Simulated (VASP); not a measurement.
# Zn (P6_3/mmc) in VASP: settings compared

Zn is run at these levels: BLYP, r2SCAN; tasks: relaxation of cell and atoms.

Program: VASP 6.6.1. These are calculated values, not measurements. Logs are shortened: lines on timing, memory, paths and dates and some standing lists are left out, and cuts for length are marked.

## 1. The cell of the first run

The structure is hexagonal, space group P6_3/mmc (No. 194). The conventional cell has a = 2.670 Å, b = 2.670 Å, c = 4.966 Å, α = 90.00°, β = 90.00°, γ = 120.00°. Zn (site symmetry -6m2) has 12 Zn at 2.67 to 2.92 Å within 3.5 Å.

## 2. Relaxation of cell and atoms, BLYP

The input, INCAR:

```
SYSTEM = Zn
AGGAC = 1.0
AGGAX = 1.0
ALDAC = 0.0
ALDAX = 1.0
ALGO = Normal
EDIFF = 1E-6
EDIFFG = -0.01
ENCUT = 600
GGA = B5
IBRION = 2
ISIF = 3
ISMEAR = -1
LASPH = .True.
LCHARG = .False.
LREAL = .False.
LWAVE = .False.
NELM = 60
NSW = 60
PREC = Accurate
SIGMA = 0.05
```

The input, KPOINTS:

```
k-points
0
Gamma
  11 11 6
  0 0 0
```

The input, POSCAR:

```
Zn
1.0
    2.6700000000      0.0000000000      0.0000000000
   -1.3350000000      2.3122878281      0.0000000000
    0.0000000000      0.0000000000      4.9660000000
Zn
2
Direct
    0.6666666667      0.3333333333      0.7500000000
    0.3333333333      0.6666666667      0.2500000000
```

Potentials or basis: VASP PAW PBE potentials, release 64 (Zn).

The run is started by

```sh
$ cat potpaw_PBE.64/Zn/POTCAR > POTCAR
$ mpirun -np 1 vasp_std > vasp.out
```

OUTCAR:

```text
SYSTEM = Zn
   EDIFF = 1E-6
   EDIFFG = -0.01
   ENCUT = 600
   GGA = B5
   IBRION = 2
   ISIF = 3
   ISMEAR = -1
   LASPH = .True.
   LREAL = .False.
   NELM = 60
   NSW = 60
   PREC = Accurate

 ion  position               nearest neighbor table
   1  0.667  0.333  0.750-   2 2.92   2 2.92   2 2.92   2 2.92   2 2.92   2 2.92
   2  0.333  0.667  0.250-   1 2.92   1 2.92   1 2.92   1 2.92   1 2.92   1 2.92

  LATTYP: Found a hexagonal cell.
 ALAT       =     2.6700000000
 C/A-ratio  =     1.8599250936

  Lattice vectors:

 A1 = (   2.6700000000,   0.0000000000,   0.0000000000)
 A2 = (  -1.3350000000,   2.3122878281,   0.0000000000)
 A3 = (   0.0000000000,   0.0000000000,   4.9660000000)

Analysis of symmetry for initial positions (statically):
=====================================================================
 Subroutine PRICEL returns:
 Original cell was already a primitive cell.

 Routine SETGRP: Setting up the symmetry group for a
 hexagonal supercell.

 Subroutine GETGRP returns: Found 24 space group operations
 (whereof 12 operations were pure point group operations)
 out of a pool of 24 trial point group operations.

The static configuration has the point symmetry D_3d.
 The point group associated with its full space group is D_6h.

Analysis of symmetry for dynamics (positions and initial velocities):
=====================================================================
 Subroutine PRICEL returns:
 Original cell was already a primitive cell.

 Routine SETGRP: Setting up the symmetry group for a
 hexagonal supercell.

 Subroutine GETGRP returns: Found 24 space group operations
 (whereof 12 operations were pure point group operations)
 out of a pool of 24 trial point group operations.

The dynamic configuration has the point symmetry D_3d.
 The point group associated with its full space group is D_6h.

 Subroutine INISYM returns: Found 24 space group operations
 (whereof 12 operations are pure point group operations),
 and found     1 'primitive' translations

----------------------------------------------------------------------------------------

                                     Primitive cell

  volume of cell :      30.6591

  direct lattice vectors                    reciprocal lattice vectors
     2.670000000  0.000000000  0.000000000     0.374531835  0.216236056  0.000000000
    -1.335000000  2.312287828  0.000000000     0.000000000  0.432472112  0.000000000
     0.000000000  0.000000000  4.966000000     0.000000000  0.000000000  0.201369311

  length of vectors
     2.670000000  2.670000000  4.966000000     0.432472112  0.432472112  0.201369311

  position of ions in fractional coordinates (direct lattice)
     0.666666667  0.333333333  0.750000000
     0.333333333  0.666666667  0.250000000

  ion indices of the primitive-cell ions
   primitive index   ion index
                 1           1
                 2           2

----------------------------------------------------------------------------------------

 KPOINTS: k-points

Automatic generation of k-mesh.
 Grid dimensions read from file:
 generate k-points for:   11   11    6

 Generating k-lattice:

  Cartesian coordinates                     Fractional coordinates (reciprocal lattice)
     0.034048349  0.019657823  0.000000000     0.090909091  0.000000000  0.000000000
     0.000000000  0.039315647  0.000000000     0.000000000  0.090909091  0.000000000
     0.000000000  0.000000000  0.033561552     0.000000000  0.000000000  0.166666667

  Length of vectors
     0.039315647  0.039315647  0.033561552

  Shift w.r.t. Gamma in fractional coordinates (k-lattice)
     0.000000000  0.000000000  0.000000000

 Subroutine IBZKPT returns following result:
 ===========================================

 Found     64 irreducible k-points:

 Following reciprocal coordinates:
            Coordinates               Weight
  0.000000  0.000000  0.000000      1.000000
  0.090909  0.000000  0.000000      6.000000
  0.181818  0.000000  0.000000      6.000000
  0.272727  0.000000  0.000000      6.000000
  0.363636  0.000000  0.000000      6.000000
  0.454545  0.000000  0.000000      6.000000
[... 16 lines left out ...]
  0.090909  0.090909  0.166667     12.000000
  0.181818  0.090909  0.166667     24.000000
 [... further k-points ...]
   k-points           NKPTS =     64   k-points in BZ     NKDIM =     64   number of bands    NBANDS=     16
   number of dos      NEDOS =    301   number of ions     NIONS =      2
   total plane-waves  NPLWV =  23040
   dimension x,y,z NGX =    24 NGY =   24 NGZ =   40
   dimension x,y,z NGXF=    48 NGYF=   48 NGZF=   80
   ions per type =               2
   NGX,Y,Z   is equivalent  to a cutoff of  14.94, 14.94, 13.39 a.u.
   NGXF,Y,Z  is equivalent  to a cutoff of  29.89, 29.89, 26.78 a.u.
 SYSTEM =  Zn
   PREC   = accura    normal or accurate (medium, high low for compatibility)
   ISTART =      0    job   : 0-new  1-cont  2-samecut
   ICHARG =      2    charge: 1-file 2-atom 10-const
   ISPIN  =      1    spin polarized calculation?
   LNONCOLLINEAR =      F non collinear calculations
   LSORBIT =      F    spin-orbit coupling
   LASPH  =      T    aspherical Exc in radial PAW
   ENCUT  =  600.0 eV  44.10 Ry    6.64 a.u.   5.33  5.33  9.92*2*pi/ulx,y,z
   NELM   =     60;   NELMIN=  2; NELMDL= -5     # of ELM steps
   EDIFF  = 0.1E-05   stopping-criterion for ELM
   LREAL  =      F    real-space projection
   EDIFFG = -.1E-01   stopping-criterion for IOM
   NSW    =     60    number of steps for IOM
   IBRION =      2    ionic relax: 0-MD 1-quasi-New 2-CG
   NFREE  =      1    steps in history (QN), initial steepest desc. (CG)
   ISIF   =      3    stress and relaxation
   ISYM   =      2    0-nonsym 1-usesym 2-fastsym
   POTIM  = 0.5000    time-step for ionic-motion
   TEBEG  =    0.0;   TEEND  =   0.0 temperature during run
   PSTRESS=    0.0 pullay stress
   NELECT =      24.0000    total number of electrons
   NUPDOWN=      -1.0000    fix difference up-down
   EMIN   =  10.00;   EMAX   =-10.00  energy-range for DOS
   EFERMI =   0.00;   METHOD = LEGACY
   ISMEAR =    -1;   SIGMA  =   0.05  broadening in eV -4-tet -1-fermi 0-gaus
   EFERMI_NEDOS =   21; number of points for ismear=-14 and -15
   IALGO  =     38    algorithm
   IMIX   =      4    mixing-type and parameters
     AMIX     =   0.40;   BMIX     =  1.00
     AMIX_MAG =   1.60;   BMIX_MAG =  1.00
  volume/ion in A,a.u.               =      15.33       103.45
  Fermi-wavevector in a.u.,A,eV,Ry     =   1.508778  2.851177 30.972445  2.276410
  Thomas-Fermi vector in A             =   2.619187
   LORBIT       =      0    0 simple, 1 ext, 2 COOP (PROOUT), +10 PAW based schemes
   GGA     = B5    functional components
   LHFCALC =     F    Hartree Fock is set to
   AEXX    =    0.0000 exact exchange contribution
   IVDW    =     0    specifies the selected vdW correction
   LEPSILON=     F    determine dielectric tensor
   LRPA    =     F    only Hartree local field effects (RPA)
 conjugate gradient relaxation of ions
 non-spin polarized calculation
  energy-cutoff  :      600.00
  volume of cell :       30.66
 maximum number of plane-waves:      1052
 NGX is ok and might be reduce to    24
   NGX = 11   NGY = 11   NGZ = 19

--------------------------------------- Ionic step        1  -------------------------------------------

 number of electron      24.0000003 magnetization

 Free energy of the ion-electron system (eV)
  ---------------------------------------------------
  ext. energy  EPLUGINS =         0.00000000
  ---------------------------------------------------
  free energy    TOTEN  =        -0.67012408 eV

  energy without entropy =       -0.66587216  energy(sigma->0) =       -0.66799812

------------------------ aborting loop because EDIFF is reached ----------------------------------------

  FORCE on cell =-STRESS in cart. coord.  units (eV):
  Direction    XX          YY          ZZ          XY          YZ          ZX
  --------------------------------------------------------------------------------------
  -------------------------------------------------------------------------------------
  Total        0.9788169      0.9788169      1.0826206      0.0000000      0.0000000      0.0000000
  in kB       51.1507699     51.1507699     56.5753173      0.0000000      0.0000000      0.0000000
  external PRESSURE =      52.9589524 kB  Pullay stress =       0.0000000 kB
[... 89 lines left out ...]
  FREE ENERGIE OF THE ION-ELECTRON SYSTEM (eV)
  ---------------------------------------------------
  free  energy   TOTEN  =        -0.7123312992 eV

  energy  without entropy=       -0.7065705993  energy(sigma->0) =       -0.70945095

 E-fermi :   2.4549     XC(G=0): -10.0613

 val. band max:        2.3546697667   @ k =   0.0909   0.0909   0.3333
 cond. band min:       2.5327898883   @ k =   0.2727   0.0000   0.1667
 fundamental gap:      0.1781201216
 Fermi energy:         2.4548530748

 k-point     1 :       0.0000    0.0000    0.0000
  band No.  band energies     occupation
      1      -7.0065      2.00000
      2      -6.3035      2.00000
      3      -5.4034      2.00000
      4      -5.2304      2.00000
      5      -5.2304      2.00000
      6      -5.2221      2.00000
[... 8 lines left out ...]
     15      12.9109      0.00000
     16      22.3254      0.00000
[... 420 lines left out ...]
  band No.  band energies     occupation
      1      -5.7096      2.00000
      2      -5.6604      2.00000
      3      -5.3452      2.00000
      4      -5.2994      2.00000
      5      -5.1855      2.00000
      6      -5.1277      2.00000
[... 8 lines left out ...]
     15      12.3843      0.00000
     16      14.1967      0.00000

 [... further k-points ...]

[... ionic steps 4 to 21 ...]

--------------------------------------- Ionic step       22  -------------------------------------------

 number of electron      24.0000026 magnetization

------------------------ aborting loop because EDIFF is reached ----------------------------------------

  FORCE on cell =-STRESS in cart. coord.  units (eV):
  Direction    XX          YY          ZZ          XY          YZ          ZX
  --------------------------------------------------------------------------------------
  -------------------------------------------------------------------------------------
  Total       -0.0086524     -0.0086524      0.0281887     -0.0000000      0.0000000     -0.0000000
  in kB       -0.3773109     -0.3773109      1.2292407     -0.0000000      0.0000000     -0.0000000
  external PRESSURE =       0.1582063 kB  Pullay stress =       0.0000000 kB
[... 57 lines left out ...]
  energy  without entropy=       -0.8092276016  energy(sigma->0) =       -0.81025157

--------------------------------------- Ionic step       24  -------------------------------------------

 number of electron      24.0000029 magnetization

 Free energy of the ion-electron system (eV)
  ---------------------------------------------------
  ext. energy  EPLUGINS =         0.00000000
  ---------------------------------------------------
  free energy    TOTEN  =        -0.81128214 eV

  energy without entropy =       -0.80924371  energy(sigma->0) =       -0.81026292

 E-fermi :   2.3450     XC(G=0):  -9.9300

 val. band max:        2.2602275912   @ k =   0.0909   0.0909   0.3333
 cond. band min:       2.4183753841   @ k =   0.2727   0.0000   0.1667
 fundamental gap:      0.1581477929
 Fermi energy:         2.3450074017

 k-point     1 :       0.0000    0.0000    0.0000
  band No.  band energies     occupation
      1      -6.9813      2.00000
      2      -6.3283      2.00000
      3      -5.4860      2.00000
      4      -5.3360      2.00000
      5      -5.3360      2.00000
      6      -5.3279      2.00000
[... 8 lines left out ...]
     15      12.6942      0.00000
     16      21.5682      0.00000
[... 420 lines left out ...]
  band No.  band energies     occupation
      1      -5.7671      2.00000
      2      -5.7306      2.00000
      3      -5.4411      2.00000
      4      -5.3963      2.00000
      5      -5.2874      2.00000
      6      -5.2286      2.00000
[... 8 lines left out ...]
     15      11.9326      0.00000
     16      13.7572      0.00000

 [... further k-points ...]

------------------------ aborting loop because EDIFF is reached ----------------------------------------

  FORCE on cell =-STRESS in cart. coord.  units (eV):
  Direction    XX          YY          ZZ          XY          YZ          ZX
  --------------------------------------------------------------------------------------
  -------------------------------------------------------------------------------------
  Total       -0.0128479     -0.0128479      0.0118588     -0.0000000      0.0000000     -0.0000000
  in kB       -0.5596930     -0.5596930      0.5166078     -0.0000000      0.0000000     -0.0000000
  external PRESSURE =      -0.2009260 kB  Pullay stress =       0.0000000 kB
[... 17 lines left out ...]
  FREE ENERGIE OF THE ION-ELECTRON SYSTEM (eV)
  ---------------------------------------------------
  free  energy   TOTEN  =        -0.8112821436 eV

  energy  without entropy=       -0.8092437056  energy(sigma->0) =       -0.81026292

 reached required accuracy - stopping structural energy minimisation
```

It took 4.6 min on 1 thread of Intel Xeon 6975P-C (Granite Rapids), shared host; peak memory 0.17 GiB.

Results:

```
Free energy                           : -0.8113 eV
Relaxed volume                        : 18.39 Å³/atom
Relaxed cell                          : a = 2.627 Å, b = 2.627 Å, c = 6.155 Å, α = 90.00°, β = 90.00°, γ = 120.00°
Space group after relaxing (to 0.1 Å) : P6_3/mmc (No. 194)
Energy gained by relaxing             : 70.6 meV/atom
Ionic steps                           : 24
Pressure after relaxing               : 0.0 GPa
Band gap on the k mesh                : zero (bands 12 and 13 overlap by 4.34 eV)
```

Stress tensor (GPa, compression positive):
```
-0.06  0.00  0.00
 0.00 -0.06  0.00
 0.00  0.00  0.05
```

The path:
```
step  energy change (eV)  largest force (eV/Å)  pressure (GPa)  volume (Å³)
   1              0.0000                0.0000            5.30        30.66
   2             -0.0410                0.0000            0.76        32.96
   3             -0.0422                0.0000           -0.19        33.61
   4             -0.0423                0.0000           -0.13        33.52
   5             -0.0422                0.0000            0.02        33.40
   6             -0.0423                0.0000            0.00        33.46
   7             -0.0462                0.0000           -0.04        33.54
   8             -0.0587                0.0000            0.26        33.77
   9             -0.0891                0.0000            0.55        34.16
  10             -0.1234                0.0000            3.10        34.70
  11             -0.1255                0.0000            1.89        34.58
  12             -0.1262                0.0000            2.50        34.64
  13             -0.1280                0.0000            2.32        34.81
  14             -0.1310                0.0000            2.28        35.33
  15             -0.1313                0.0000            2.05        35.54
  16             -0.1345                0.0000            1.77        35.75
  17             -0.1403                0.0000            0.64        36.38
  18             -0.1358                0.0000           -1.33        37.67
  19             -0.1411                0.0000           -0.08        36.76
  20             -0.1411                0.0000            0.05        36.71
  21             -0.1411                0.0000            0.01        36.73
  22             -0.1411                0.0000            0.02        36.74
  23             -0.1412                0.0000           -0.05        36.77
  24             -0.1412                0.0000           -0.02        36.78
```

Final structure:
```cif
data_structure
_symmetry_space_group_name_H-M 'P 1'
_symmetry_Int_Tables_number 1
_cell_length_a 2.6267
_cell_length_b 2.6267
_cell_length_c 6.1550
_cell_angle_alpha 90.000
_cell_angle_beta 90.000
_cell_angle_gamma 120.000
_cell_volume 36.78
loop_
_atom_site_label
_atom_site_type_symbol
_atom_site_fract_x
_atom_site_fract_y
_atom_site_fract_z
_atom_site_occupancy
Zn1 Zn 0.66667 0.33333 0.75000 1
Zn2 Zn 0.33333 0.66667 0.25000 1
```

Caveat: the volume moved by over 15 % at a fixed basis, so the end points are rough; the PAW data sets were made with another functional, which shifts forces and pressure a little.

(Part 1 of 2 ends here.)

The gap in the log of VASP goes by the Fermi energy; the results here count the filled bands.